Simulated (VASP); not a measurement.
# SnO in VASP: settings compared

SnO is run at these levels: PBE+D3(BJ), r2SCAN; tasks: single point.

Everything below comes from runs of VASP 6.6.1. Logs are shortened: lines on timing, memory, paths and dates and some standing lists are left out, and cuts for length are marked.

**1. The cell of the first run**

The cell holds a slab with vacuum, 4 atoms: a = 3.821 Å, b = 3.821 Å, c = 30.633 Å, α = 90.00°, β = 90.00°, γ = 90.00°.

**2. Single point, PBE+D3(BJ)**

INCAR reads:

```
PREC     = Accurate       # precision mode
ENCUT    = 520            # plane-wave cutoff, eV
EDIFF    = 1E-7           # SCF threshold, eV
ISMEAR   = 0              # smearing method
SIGMA    = 0.02           # smearing width, eV
LREAL    = F              # projectors in reciprocal space
LASPH    = T              # aspherical terms in the spheres
NELM     = 60             # most SCF steps
ALGO     = Normal         # electronic algorithm
ISIF     = 2              # what is computed and relaxed
LWAVE    = F              # write WAVECAR
LCHARG   = F              # write CHGCAR
LDIPOL   = T            
IDIPOL   = 3            
DIPOL    = 0.5 0.5 0.500
GGA      = PE             # functional
IVDW     = 12             # dispersion correction
NBANDS   = 28             # bands
```

KPOINTS reads:

```
regular mesh
0
Gamma
  6 6 1
```

POSCAR reads:

```
SnO
1.0
    3.8205604524      0.0000000000      0.0000000000
    0.0000000000      3.8205604524      0.0000000000
    0.0000000000      0.0000000000     30.6334027017
Sn O
2 2
Direct
    0.5000000000      0.0000000000      0.4614138404
    0.0000000000      0.5000000000      0.5385861596
    0.0000000000      0.0000000000      0.5000000000
    0.5000000000      0.5000000000      0.5000000000
```

Potentials or basis: VASP PAW PBE potentials, release 64 (Sn_d, O).

Command:

```bash
$ cat potpaw_PBE.64/Sn_d/POTCAR potpaw_PBE.64/O/POTCAR > POTCAR
$ mpirun -np 1 vasp_std > vasp.out
```

OUTCAR:

```text
PREC = Accurate
   ENCUT = 520
   EDIFF = 1E-7
   ISMEAR = 0
   LREAL = F
   LASPH = T
   NELM = 60
   ISIF = 2
   GGA = PE
   IVDW = 12
 IVDW          = 12

 ion  position               nearest neighbor table
   1  0.500  0.000  0.461-   3 2.25   4 2.25   4 2.25   3 2.25   2 3.59   2 3.59   2 3.59   2 3.59

   2  0.000  0.500  0.539-   3 2.25   4 2.25   3 2.25   4 2.25   1 3.59   1 3.59   1 3.59   1 3.59

   3  0.000  0.000  0.500-   1 2.25   2 2.25   2 2.25   1 2.25
   4  0.500  0.500  0.500-   1 2.25   2 2.25   1 2.25   2 2.25

  LATTYP: Found a simple tetragonal cell.
 ALAT       =     3.8205604524
 C/A-ratio  =     8.0180389980

  Lattice vectors:

 A1 = (   3.8205604524,   0.0000000000,   0.0000000000)
 A2 = (   0.0000000000,   3.8205604524,   0.0000000000)
 A3 = (   0.0000000000,   0.0000000000,  30.6334027017)

Analysis of symmetry for initial positions (statically):
=====================================================================
 Subroutine PRICEL returns:
 Original cell was already a primitive cell.

 Routine SETGRP: Setting up the symmetry group for a
 simple tetragonal supercell.

 Subroutine GETGRP returns: Found 16 space group operations
 (whereof  8 operations were pure point group operations)
 out of a pool of 16 trial point group operations.

The static configuration has the point symmetry D_2d.
 The point group associated with its full space group is D_4h.

Analysis of symmetry for dynamics (positions and initial velocities):
=====================================================================
 Subroutine PRICEL returns:
 Original cell was already a primitive cell.

 Routine SETGRP: Setting up the symmetry group for a
 simple tetragonal supercell.

 Subroutine GETGRP returns: Found 16 space group operations
 (whereof  8 operations were pure point group operations)
 out of a pool of 16 trial point group operations.

The dynamic configuration has the point symmetry D_2d.
 The point group associated with its full space group is D_4h.

 Subroutine INISYM returns: Found 16 space group operations
 (whereof  8 operations are pure point group operations),
 and found     1 'primitive' translations

----------------------------------------------------------------------------------------

                                     Primitive cell

  volume of cell :     447.1460

  direct lattice vectors                    reciprocal lattice vectors
     3.820560452  0.000000000  0.000000000     0.261741703  0.000000000  0.000000000
     0.000000000  3.820560452  0.000000000     0.000000000  0.261741703  0.000000000
     0.000000000  0.000000000 30.633402702     0.000000000  0.000000000  0.032644105

  length of vectors
     3.820560452  3.820560452 30.633402702     0.261741703  0.261741703  0.032644105

  position of ions in fractional coordinates (direct lattice)
     0.500000000  0.000000000  0.461413840
     0.000000000  0.500000000  0.538586160
     0.000000000  0.000000000  0.500000000
     0.500000000  0.500000000  0.500000000

  ion indices of the primitive-cell ions
   primitive index   ion index
                 1           1
                 2           2
                 3           3
                 4           4

----------------------------------------------------------------------------------------

 KPOINTS: regular mesh

Automatic generation of k-mesh.
 Grid dimensions read from file:
 generate k-points for:    6    6    1

 Generating k-lattice:

  Cartesian coordinates                     Fractional coordinates (reciprocal lattice)
     0.043623617  0.000000000  0.000000000     0.166666667  0.000000000  0.000000000
     0.000000000  0.043623617  0.000000000     0.000000000  0.166666667  0.000000000
     0.000000000  0.000000000  0.032644105     0.000000000  0.000000000  1.000000000

  Length of vectors
     0.043623617  0.043623617  0.032644105

  Shift w.r.t. Gamma in fractional coordinates (k-lattice)
     0.000000000  0.000000000  0.000000000

 Subroutine IBZKPT returns following result:
 ===========================================

 Found     10 irreducible k-points:

 Following reciprocal coordinates:
            Coordinates               Weight
  0.000000  0.000000  0.000000      1.000000
  0.166667  0.000000  0.000000      4.000000
  0.333333  0.000000  0.000000      4.000000
  0.500000  0.000000  0.000000      2.000000
  0.166667  0.166667  0.000000      4.000000
  0.333333  0.166667  0.000000      8.000000
  0.500000  0.166667  0.000000      4.000000
  0.333333  0.333333  0.000000      4.000000
  0.500000  0.333333  0.000000      4.000000
  0.500000  0.500000  0.000000      1.000000
   k-points           NKPTS =     10   k-points in BZ     NKDIM =     10   number of bands    NBANDS=     28
   number of dos      NEDOS =    301   number of ions     NIONS =      4
   total plane-waves  NPLWV = 188160
   dimension x,y,z NGX =    28 NGY =   28 NGZ =  240
   dimension x,y,z NGXF=    56 NGYF=   56 NGZF=  480
   ions per type =               2   2
   NGX,Y,Z   is equivalent  to a cutoff of  12.18, 12.18, 13.02 a.u.
   NGXF,Y,Z  is equivalent  to a cutoff of  24.37, 24.37, 26.05 a.u.
 SYSTEM =  unknown system
   PREC   = accura    normal or accurate (medium, high low for compatibility)
   ISTART =      0    job   : 0-new  1-cont  2-samecut
   ICHARG =      2    charge: 1-file 2-atom 10-const
   ISPIN  =      1    spin polarized calculation?
   LNONCOLLINEAR =      F non collinear calculations
   LSORBIT =      F    spin-orbit coupling
   LASPH  =      T    aspherical Exc in radial PAW
   ENCUT  =  520.0 eV  38.22 Ry    6.18 a.u.   7.10  7.10 56.96*2*pi/ulx,y,z
   NELM   =     60;   NELMIN=  2; NELMDL= -5     # of ELM steps
   EDIFF  = 0.1E-06   stopping-criterion for ELM
   LREAL  =      F    real-space projection
   EDIFFG = 0.1E-05   stopping-criterion for IOM
   NSW    =      0    number of steps for IOM
   IBRION =     -1    ionic relax: 0-MD 1-quasi-New 2-CG
   NFREE  =      0    steps in history (QN), initial steepest desc. (CG)
   ISIF   =      2    stress and relaxation
   ISYM   =      2    0-nonsym 1-usesym 2-fastsym
   POTIM  = 0.5000    time-step for ionic-motion
   TEBEG  =    0.0;   TEEND  =   0.0 temperature during run
   PSTRESS=    0.0 pullay stress
   NELECT =      40.0000    total number of electrons
   NUPDOWN=      -1.0000    fix difference up-down
   EMIN   =  10.00;   EMAX   =-10.00  energy-range for DOS
   EFERMI =   0.00;   METHOD = LEGACY
   ISMEAR =     0;   SIGMA  =   0.02  broadening in eV -4-tet -1-fermi 0-gaus
   EFERMI_NEDOS =   21; number of points for ismear=-14 and -15
   IALGO  =     38    algorithm
   IMIX   =      4    mixing-type and parameters
     AMIX     =   0.40;   BMIX     =  1.00
     AMIX_MAG =   1.60;   BMIX_MAG =  1.00
  volume/ion in A,a.u.               =     111.79       754.37
  Fermi-wavevector in a.u.,A,eV,Ry     =   0.732170  1.383600  7.293707  0.536072
  Thomas-Fermi vector in A             =   1.824567
   LORBIT       =      0    0 simple, 1 ext, 2 COOP (PROOUT), +10 PAW based schemes
   GGA     = PE    functional components
   LHFCALC =     F    Hartree Fock is set to
   AEXX    =    0.0000 exact exchange contribution
   IVDW    =    12    specifies the selected vdW correction
   LEPSILON=     F    determine dielectric tensor
   LRPA    =     F    only Hartree local field effects (RPA)
 non-spin polarized calculation
 Gauss-broadening in eV      SIGMA  =   0.02
  energy-cutoff  :      520.00
  volume of cell :      447.15
 maximum number of plane-waves:     12070
   NGX = 15   NGY = 15   NGZ =113

 dipolmoment           0.000000      0.000000      0.000000 electrons x Angstroem

 number of electron      39.9999978 magnetization

 dipolmoment           0.000000      0.000000     -0.000000 electrons x Angstroem

 Free energy of the ion-electron system (eV)
  ---------------------------------------------------
  ext. energy  EPLUGINS =         0.00000000
  ---------------------------------------------------
  free energy    TOTEN  =       -22.57824680 eV

  energy without entropy =      -22.57824680  energy(sigma->0) =      -22.57824680

 E-fermi :  -3.4608     XC(G=0):  -2.0796

 val. band max:       -3.6085729786   @ k =   0.1667   0.1667   0.0000
 cond. band min:      -0.5165309842   @ k =   0.0000   0.0000   0.0000
 fundamental gap:      3.0920419944
 Fermi energy:        -3.4607702304

 k-point     1 :       0.0000    0.0000    0.0000
  band No.  band energies     occupation
      1     -24.1914      2.00000
      2     -23.8320      2.00000
      3     -23.7938      2.00000
      4     -23.7938      2.00000
      5     -23.7788      2.00000
      6     -23.7486      2.00000
[... 20 lines left out ...]
     27       2.0105      0.00000
     28       2.2602      0.00000

 k-point     2 :       0.1667    0.0000    0.0000
  band No.  band energies     occupation
      1     -24.1794      2.00000
      2     -23.8391      2.00000
      3     -23.7963      2.00000
      4     -23.7925      2.00000
      5     -23.7879      2.00000
      6     -23.7846      2.00000
[... 20 lines left out ...]
     27       2.2964      0.00000
     28       2.4305      0.00000

 k-point     3 :       0.3333    0.0000    0.0000
  band No.  band energies     occupation
      1     -24.1455      2.00000
      2     -23.9683      2.00000
      3     -23.8014      2.00000
      4     -23.7959      2.00000
      5     -23.7870      2.00000
      6     -23.7855      2.00000
[... 20 lines left out ...]
     27       2.8999      0.00000
     28       3.1715      0.00000

 k-point     4 :       0.5000    0.0000    0.0000
  band No.  band energies     occupation
      1     -24.0810      2.00000
      2     -24.0810      2.00000
      3     -23.8027      2.00000
      4     -23.8027      2.00000
      5     -23.7809      2.00000
      6     -23.7809      2.00000
[... 144 lines left out ...]
     27       4.0214      0.00000
     28       4.0235      0.00000

 k-point     9 :       0.5000    0.3333    0.0000
  band No.  band energies     occupation
      1     -24.1166      2.00000
      2     -24.1166      2.00000
      3     -23.7971      2.00000
      4     -23.7971      2.00000
      5     -23.7719      2.00000
      6     -23.7719      2.00000
[... 20 lines left out ...]
     27       3.9838      0.00000
     28       3.9838      0.00000

 k-point    10 :       0.5000    0.5000    0.0000
  band No.  band energies     occupation
      1     -24.1312      2.00000
      2     -24.1312      2.00000
      3     -23.7994      2.00000
      4     -23.7994      2.00000
      5     -23.7616      2.00000
      6     -23.7616      2.00000
[... 20 lines left out ...]
     27       3.9051      0.00000
     28       3.9051      0.00000

------------------------ aborting loop because EDIFF is reached ----------------------------------------

 vacuum level on the upper side and lower side of the slab       (xc-potential included)        -0.006        -0.006

 Edisp (eV)   -0.54840

 E8    (eV) :    -0.2480

  FORCE on cell =-STRESS in cart. coord.  units (eV):
  Direction    XX          YY          ZZ          XY          YZ          ZX
  --------------------------------------------------------------------------------------
  -------------------------------------------------------------------------------------
  Total       0.08588     0.08588     0.13713     0.00000     0.00000     0.00000
  in kB       0.30771     0.30771     0.49135     0.00000     0.00000     0.00000
  external pressure =        0.37 kB  Pullay stress =        0.00 kB

 VOLUME and BASIS-vectors are now :
 -----------------------------------------------------------------------------
  energy-cutoff  :      520.00
  volume of cell :      447.15
      direct lattice vectors                 reciprocal lattice vectors
     3.820560452  0.000000000  0.000000000     0.261741703  0.000000000  0.000000000
     0.000000000  3.820560452  0.000000000     0.000000000  0.261741703  0.000000000
     0.000000000  0.000000000 30.633402702     0.000000000  0.000000000  0.032644105

 POSITION                                       TOTAL-FORCE (eV/Angst)
 -----------------------------------------------------------------------------------
      1.91028      0.00000     14.13468         0.000000      0.000000     -0.085999
      0.00000      1.91028     16.49873        -0.000000      0.000000      0.085999
      0.00000      0.00000     15.31670        -0.000000      0.000000     -0.000000
      1.91028      1.91028     15.31670        -0.000000     -0.000000     -0.000000
 -----------------------------------------------------------------------------------
    total drift:                                0.000000      0.000000      0.000000

  FREE ENERGIE OF THE ION-ELECTRON SYSTEM (eV)
  ---------------------------------------------------
  free  energy   TOTEN  =       -23.1266510117 eV

  energy  without entropy=      -23.1266510117  energy(sigma->0) =      -23.12665101

 vacuum level on the upper side and lower side of the slab         1.783         1.783
```

Run time: 3.5 min. Hardware: 1 thread of Intel Xeon 6975P-C, shared host; peak memory 0.47 GiB.

What came out:

```yaml
Free_energy: -23.1267 eV
Largest_force: 0.086 eV/Å
Band_gap_on_the_k_mesh: 3.09 eV, indirect (least direct gap 3.14 eV)
Dispersion_energy_per_atom: -0.137 eV
```

Forces in eV/Å, atoms in the order of the input:
```
Sn   0.000  0.000 -0.086
Sn   0.000  0.000  0.086
O    0.000  0.000  0.000
O    0.000  0.000  0.000
```

Caveat: spin-orbit coupling is left out, which moves the levels of the heavy elements.

(Continued in part 2 of 3.)
